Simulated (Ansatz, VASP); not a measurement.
Two plane-wave programs on AlCo

```xyz
2
Lattice="2.9081 0.0000 0.0000 0.0000 2.9081 0.0000 0.0000 0.0000 2.9081" Properties=species:S:1:pos:R:3 pbc="T T T"
Al    0.0000    0.0000    0.0000
Co    1.4541    1.4541    1.4541
```

Alike in both runs: task single point; functional PBE; k mesh 20 × 20 × 20; occupations gaussian, width 0.1 eV; no spin polarisation.

|  | VASP | Ansatz |
| --- | --- | --- |
| version | VASP 6.6.1 | Ansatz 0.2.0 |
| potentials or method | VASP PAW PBE potentials, release 64 (Al, Co), cutoff 520 eV | scalar-relativistic, plane waves, PAW |
| valence electrons in the cell | 12 | 20 |

|  | VASP | Ansatz | Ansatz less VASP |
| --- | --- | --- | --- |
| gap on the k mesh at the Fermi level (eV) | none | none | - |
| pressure (GPa) | -9.2 | -9.3 | -0.02 |

A gap of «none» marks a metal or a gap that the smearing closes. VASP's potentials hold 12 valence electrons a cell and Ansatz's 20, so a difference there can come from the potentials and not from the codes.
